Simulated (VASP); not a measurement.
# Be4Se (Pm-3m) in VASP: further runs

Runs on Be4Se. Level: PBE. Tasks: single point.

Everything below comes from runs of VASP 6.6.1. Logs are shortened: lines on timing, memory, paths and dates and some standing lists are left out, and cuts for length are marked.

## (1) The cell of the first run

Symmetry: Pm-3m, No. 221, cubic system. Conventional cell: a = 3.958 Å, b = 3.958 Å, c = 3.958 Å, α = 90.00°, β = 90.00°, γ = 90.00°. Be (site symmetry m-3m) has 6 Be at 1.98 Å within 2.6 Å. Be (site symmetry 4/mmm) has 2 Be at 1.98 Å within 2.6 Å. Se (site symmetry m-3m) has 20 Be at 2.80 to 3.43 Å within 3.7 Å.

## (2) Single point, PBE

File INCAR:

```
SYSTEM = Be4Se
PREC     = Accurate       ! precision mode
ENCUT    = 520            ! plane-wave cutoff, eV
EDIFF    = 1E-7           ! SCF threshold, eV
ISMEAR   = 0              ! smearing method
SIGMA    = 0.1            ! smearing width, eV
LREAL    = .False.        ! projectors in reciprocal space
LASPH    = .True.         ! aspherical terms in the spheres
NELM     = 60             ! most SCF steps
ALGO     = Normal         ! electronic algorithm
ISIF     = 2              ! what is computed and relaxed
LWAVE    = .False.        ! write WAVECAR
LCHARG   = .False.        ! write CHGCAR
GGA      = PE             ! functional
NBANDS   = 15             ! bands
```

File KPOINTS:

```
regular mesh
0
Gamma
  4 4 4
  0 0 0
```

File POSCAR:

```
Be4Se
1.0
    3.9579943823      0.0000000000      0.0000000000
    0.0000000000      3.9579943823      0.0000000000
    0.0000000000      0.0000000000      3.9579943823
Be Se
4 1
Direct
    0.0000000000      0.0000000000      0.0000000000
    0.5000000000      0.0000000000      0.0000000000
    0.0000000000      0.5000000000      0.0000000000
    0.0000000000      0.0000000000      0.5000000000
    0.5000000000      0.5000000000      0.5000000000
```

Potentials or basis: VASP PAW PBE potentials, release 64 (Be, Se).

On the command line:

```console
$ cat potpaw_PBE.64/Be/POTCAR potpaw_PBE.64/Se/POTCAR > POTCAR
$ mpirun -np 1 vasp_std > vasp.out
```

OUTCAR:

```text
SYSTEM = Be4Se
   PREC = Accurate
   ENCUT = 520
   EDIFF = 1E-7
   ISMEAR = 0
   LREAL = .False.
   LASPH = .True.
   NELM = 60
   ISIF = 2
   GGA = PE

 ion  position               nearest neighbor table
   1  0.000  0.000  0.000-   2 1.98   3 1.98   4 1.98   4 1.98   3 1.98   2 1.98
   2  0.500  0.000  0.000-   1 1.98   1 1.98
   3  0.000  0.500  0.000-   1 1.98   1 1.98
   4  0.000  0.000  0.500-   1 1.98   1 1.98
   5  0.500  0.500  0.500-

  LATTYP: Found a simple cubic cell.
 ALAT       =     3.9579943823

  Lattice vectors:

 A1 = (   3.9579943823,   0.0000000000,   0.0000000000)
 A2 = (   0.0000000000,   3.9579943823,   0.0000000000)
 A3 = (   0.0000000000,   0.0000000000,   3.9579943823)

Analysis of symmetry for initial positions (statically):
=====================================================================
 Subroutine PRICEL returns:
 Original cell was already a primitive cell.

 Routine SETGRP: Setting up the symmetry group for a
 simple cubic supercell.

 Subroutine GETGRP returns: Found 48 space group operations
 (whereof 48 operations were pure point group operations)
 out of a pool of 48 trial point group operations.

The static configuration has the point symmetry O_h .

Analysis of symmetry for dynamics (positions and initial velocities):
=====================================================================
 Subroutine PRICEL returns:
 Original cell was already a primitive cell.

 Routine SETGRP: Setting up the symmetry group for a
 simple cubic supercell.

 Subroutine GETGRP returns: Found 48 space group operations
 (whereof 48 operations were pure point group operations)
 out of a pool of 48 trial point group operations.

The dynamic configuration has the point symmetry O_h .

 Subroutine INISYM returns: Found 48 space group operations
 (whereof 48 operations are pure point group operations),
 and found     1 'primitive' translations

----------------------------------------------------------------------------------------

                                     Primitive cell

  volume of cell :      62.0048

  direct lattice vectors                    reciprocal lattice vectors
     3.957994382  0.000000000  0.000000000     0.252653214  0.000000000  0.000000000
     0.000000000  3.957994382  0.000000000     0.000000000  0.252653214  0.000000000
     0.000000000  0.000000000  3.957994382     0.000000000  0.000000000  0.252653214

  length of vectors
     3.957994382  3.957994382  3.957994382     0.252653214  0.252653214  0.252653214

  position of ions in fractional coordinates (direct lattice)
     0.000000000  0.000000000  0.000000000
     0.500000000  0.000000000  0.000000000
     0.000000000  0.500000000  0.000000000
     0.000000000  0.000000000  0.500000000
     0.500000000  0.500000000  0.500000000

  ion indices of the primitive-cell ions
   primitive index   ion index
                 1           1
                 2           2
                 3           3
                 4           4
                 5           5

----------------------------------------------------------------------------------------

 KPOINTS: regular mesh

Automatic generation of k-mesh.
 Grid dimensions read from file:
 generate k-points for:    4    4    4

 Generating k-lattice:

  Cartesian coordinates                     Fractional coordinates (reciprocal lattice)
     0.063163303  0.000000000  0.000000000     0.250000000  0.000000000  0.000000000
     0.000000000  0.063163303  0.000000000     0.000000000  0.250000000  0.000000000
     0.000000000  0.000000000  0.063163303     0.000000000  0.000000000  0.250000000

  Length of vectors
     0.063163303  0.063163303  0.063163303

  Shift w.r.t. Gamma in fractional coordinates (k-lattice)
     0.000000000  0.000000000  0.000000000

 Subroutine IBZKPT returns following result:
 ===========================================

 Found     10 irreducible k-points:

 Following reciprocal coordinates:
            Coordinates               Weight
  0.000000  0.000000  0.000000      1.000000
  0.250000  0.000000  0.000000      6.000000
  0.500000  0.000000  0.000000      3.000000
  0.250000  0.250000  0.000000     12.000000
  0.500000  0.250000  0.000000     12.000000
  0.500000  0.500000  0.000000      3.000000
  0.250000  0.250000  0.250000      8.000000
  0.500000  0.250000  0.250000     12.000000
  0.500000  0.500000  0.250000      6.000000
  0.500000  0.500000  0.500000      1.000000
   k-points           NKPTS =     10   k-points in BZ     NKDIM =     10   number of bands    NBANDS=     15
   number of dos      NEDOS =    301   number of ions     NIONS =      5
   total plane-waves  NPLWV =  27000
   dimension x,y,z NGX =    30 NGY =   30 NGZ =   30
   dimension x,y,z NGXF=    60 NGYF=   60 NGZF=   60
   ions per type =               4   1
   NGX,Y,Z   is equivalent  to a cutoff of  12.60, 12.60, 12.60 a.u.
   NGXF,Y,Z  is equivalent  to a cutoff of  25.20, 25.20, 25.20 a.u.
 SYSTEM =  Be4Se
   PREC   = accura    normal or accurate (medium, high low for compatibility)
   ISTART =      0    job   : 0-new  1-cont  2-samecut
   ICHARG =      2    charge: 1-file 2-atom 10-const
   ISPIN  =      1    spin polarized calculation?
   LNONCOLLINEAR =      F non collinear calculations
   LSORBIT =      F    spin-orbit coupling
   LASPH  =      T    aspherical Exc in radial PAW
   ENCUT  =  520.0 eV  38.22 Ry    6.18 a.u.   7.36  7.36  7.36*2*pi/ulx,y,z
   NELM   =     60;   NELMIN=  2; NELMDL= -5     # of ELM steps
   EDIFF  = 0.1E-06   stopping-criterion for ELM
   LREAL  =      F    real-space projection
   EDIFFG = 0.1E-05   stopping-criterion for IOM
   NSW    =      0    number of steps for IOM
   IBRION =     -1    ionic relax: 0-MD 1-quasi-New 2-CG
   NFREE  =      0    steps in history (QN), initial steepest desc. (CG)
   ISIF   =      2    stress and relaxation
   ISYM   =      2    0-nonsym 1-usesym 2-fastsym
   POTIM  = 0.5000    time-step for ionic-motion
   TEBEG  =    0.0;   TEEND  =   0.0 temperature during run
   PSTRESS=    0.0 pullay stress
   NELECT =      14.0000    total number of electrons
   NUPDOWN=      -1.0000    fix difference up-down
   EMIN   =  10.00;   EMAX   =-10.00  energy-range for DOS
   EFERMI =   0.00;   METHOD = LEGACY
   ISMEAR =     0;   SIGMA  =   0.10  broadening in eV -4-tet -1-fermi 0-gaus
   EFERMI_NEDOS =   21; number of points for ismear=-14 and -15
   IALGO  =     38    algorithm
   IMIX   =      4    mixing-type and parameters
     AMIX     =   0.40;   BMIX     =  1.00
     AMIX_MAG =   1.60;   BMIX_MAG =  1.00
  volume/ion in A,a.u.               =      12.40        83.69
  Fermi-wavevector in a.u.,A,eV,Ry     =   0.996879  1.883828 13.521024  0.993767
  Thomas-Fermi vector in A             =   2.128997
   LORBIT       =      0    0 simple, 1 ext, 2 COOP (PROOUT), +10 PAW based schemes
   GGA     = PE    functional components
   LHFCALC =     F    Hartree Fock is set to
   AEXX    =    0.0000 exact exchange contribution
   IVDW    =     0    specifies the selected vdW correction
   LEPSILON=     F    determine dielectric tensor
   LRPA    =     F    only Hartree local field effects (RPA)
 non-spin polarized calculation
 Gauss-broadening in eV      SIGMA  =   0.10
  energy-cutoff  :      520.00
  volume of cell :       62.00
 maximum number of plane-waves:      1743
 NGX is ok and might be reduce to    30
   NGX = 15   NGY = 15   NGZ = 15

 number of electron      13.9999997 magnetization

 Free energy of the ion-electron system (eV)
  ---------------------------------------------------
  ext. energy  EPLUGINS =         0.00000000
  ---------------------------------------------------
  free energy    TOTEN  =       -14.84771150 eV

  energy without entropy =      -14.81884336  energy(sigma->0) =      -14.83327743

 E-fermi :   4.9149     XC(G=0):  -9.9302

 val. band max:        4.9121683843   @ k =   0.5000   0.2500   0.2500
 cond. band min:       4.9220027976   @ k =   0.2500   0.0000   0.0000
 fundamental gap:      0.0098344133
 Fermi energy:         4.9148621931

 k-point     1 :       0.0000    0.0000    0.0000
  band No.  band energies     occupation
      1      -9.3046      2.00000
      2      -0.5319      2.00000
      3       0.6508      2.00000
      4       0.6508      2.00000
      5       0.6508      2.00000
      6       5.7751      0.00000
      7       5.7751      0.00000
      8       5.7751      0.00000
      9       5.9486      0.00000
     10       5.9486      0.00000
     11      10.6639      0.00000
     12      10.6639      0.00000
     13      10.6639      0.00000
     14      13.1245      0.00000
     15      13.5582      0.00000

 k-point     2 :       0.2500    0.0000    0.0000
  band No.  band energies     occupation
      1      -9.0984      2.00000
      2      -2.0197      2.00000
      3       1.1454      2.00000
      4       1.1454      2.00000
      5       1.3910      2.00000
      6       4.8708      1.46715
      7       4.8708      1.46706
      8       4.9220      0.91956
      9       6.2705      0.00000
     10       8.1537      0.00000
     11       9.5033      0.00000
     12       9.8175      0.00000
     13       9.8175      0.00000
     14      12.9045      0.00000
     15      12.9045      0.00000
[... 113 lines left out ...]
      3      -1.0966      2.00000
      4      -0.3881      2.00000
      5       0.7619      2.00000
      6       3.2292      2.00000
      7       3.6109      2.00000
      8       3.6109      2.00000
      9       8.4247      0.00000
     10       9.8654      0.00000
     11       9.8654      0.00000
     12      10.7993      0.00000
     13      13.0700      0.00000
     14      13.1910      0.00000
     15      13.1910      0.00000

 k-point    10 :       0.5000    0.5000    0.5000
  band No.  band energies     occupation
      1      -8.0831      2.00000
      2      -0.4089      2.00000
      3      -0.4089      2.00000
      4      -0.4089      2.00000
      5       0.2253      2.00000
      6       1.9905      2.00000
      7       1.9905      2.00000
      8       1.9905      2.00000
      9      11.0377      0.00000
     10      11.0377      0.00000
     11      11.0377      0.00000
     12      13.2273      0.00000
     13      13.2273      0.00000
     14      14.6384      0.00000
     15      14.6385      0.00000

------------------------ aborting loop because EDIFF is reached ----------------------------------------

  FORCE on cell =-STRESS in cart. coord.  units (eV):
  Direction    XX          YY          ZZ          XY          YZ          ZX
  --------------------------------------------------------------------------------------
  -------------------------------------------------------------------------------------
  Total       -0.0963103     -0.0963103     -0.0963103      0.0000000      0.0000000     -0.0000000
  in kB       -2.4886166     -2.4886166     -2.4886166      0.0000000      0.0000000     -0.0000000
  external PRESSURE =      -2.4886166 kB  Pullay stress =       0.0000000 kB

 VOLUME and BASIS-vectors are now :
 -----------------------------------------------------------------------------
  energy-cutoff  :      520.00
  volume of cell :       62.00
      direct lattice vectors                 reciprocal lattice vectors
     3.957994382  0.000000000  0.000000000     0.252653214  0.000000000  0.000000000
     0.000000000  3.957994382  0.000000000     0.000000000  0.252653214  0.000000000
     0.000000000  0.000000000  3.957994382     0.000000000  0.000000000  0.252653214

 POSITION                                       TOTAL-FORCE (eV/Angst)
 -----------------------------------------------------------------------------------
      0.00000      0.00000      0.00000         0.000000      0.000000      0.000000
      1.97900      0.00000      0.00000         0.000000      0.000000      0.000000
      0.00000      1.97900      0.00000         0.000000      0.000000      0.000000
      0.00000      0.00000      1.97900         0.000000      0.000000      0.000000
      1.97900      1.97900      1.97900         0.000000      0.000000      0.000000
 -----------------------------------------------------------------------------------
    total drift:                                0.000000      0.000000      0.000000

  FREE ENERGIE OF THE ION-ELECTRON SYSTEM (eV)
  ---------------------------------------------------
  free  energy   TOTEN  =       -14.8477115013 eV

  energy  without entropy=      -14.8188433590  energy(sigma->0) =      -14.83327743
```

It took 9.9 s on 1 thread of Intel Xeon Platinum 8259CL at 2.50GHz (Skylake/Cascade Lake), shared host; peak memory 0.16 GiB.

What came out:

| Property | Result |
| --- | --- |
| Free energy | -14.8477 eV |
| Pressure | -0.2 GPa |
| Band gap on the k mesh | zero (band 7 reaches 5.78 eV, above the bottom of band 8 at 1.99 eV) |

Caveat: the k points lie up to 0.40 Å⁻¹ apart.

## (3) Single point, PBE

This run uses another cell than the first one, of 12.61 Å³/atom, 1.017 times its volume.

File INCAR:

```
ALGO = Normal
EDIFF = 1E-7
ENCUT = 520
GGA = PE
ISIF = 2
ISMEAR = 0
LASPH = T
LCHARG = F
LREAL = F
LWAVE = F
NBANDS = 15
NELM = 60
PREC = Accurate
SIGMA = 0.1
```

File KPOINTS:

```
k-points
0
Gamma
  4 4 4
```

POSCAR, as its differences from that of step 2:

```diff
@@ -2,5 +2,5 @@
 1.0
-    3.9579943823      0.0000000000      0.0000000000
-    0.0000000000      3.9579943823      0.0000000000
-    0.0000000000      0.0000000000      3.9579943823
+    3.9797468500      0.0000000000      0.0000000000
+    0.0000000000      3.9797468500      0.0000000000
+    0.0000000000      0.0000000000      3.9797468500
 Be Se
```

Potentials or basis: VASP PAW PBE potentials, release 64 (Be, Se).

On the command line:

```console
$ cat potpaw_PBE.64/Be/POTCAR potpaw_PBE.64/Se/POTCAR > POTCAR
$ mpirun -np 1 vasp_std > vasp.out
```

Wall time 9.9 s (1 thread of Intel Xeon Platinum 8259CL at 2.50GHz (Skylake/Cascade Lake), shared host); peak memory 0.16 GiB.

Results (log left out):

- Free energy: -14.8427 eV
- Pressure: -1.3 GPa
- Band gap on the k mesh: zero (band 7 reaches 5.62 eV, above the bottom of band 8 at 1.88 eV)

Levels at points of the mesh, in eV from the Fermi level:
| k point | band 3 | band 4 | band 5 | band 6 | band 7 | band 8 | band 9 | band 10 | band 11 | band 12 |
| --- | --- | --- | --- | --- | --- | --- | --- | --- | --- | --- |
| (0.00, 0.00, 0.00) | -4.18 | -4.18 | -4.18 | 0.85 | 0.85 | 0.85 | 1.04 | 1.04 | 5.72 | 5.72 |
| (0.50, 0.00, 0.00) | -2.92 | -2.74 | -2.74 | -1.46 | -1.46 | -0.92 | 1.95 | 3.38 | 5.63 | 5.63 |
| (0.50, 0.50, 0.00) | -6.33 | -5.61 | -1.97 | -0.34 | 0.41 | 1.24 | 1.24 | 2.46 | 2.46 | 3.93 |
| (0.50, 0.50, 0.50) | -5.22 | -5.22 | -4.64 | -2.89 | -2.89 | -2.89 | 6.03 | 6.03 | 6.03 | 8.22 |

Caveat: the k points lie up to 0.39 Å⁻¹ apart.
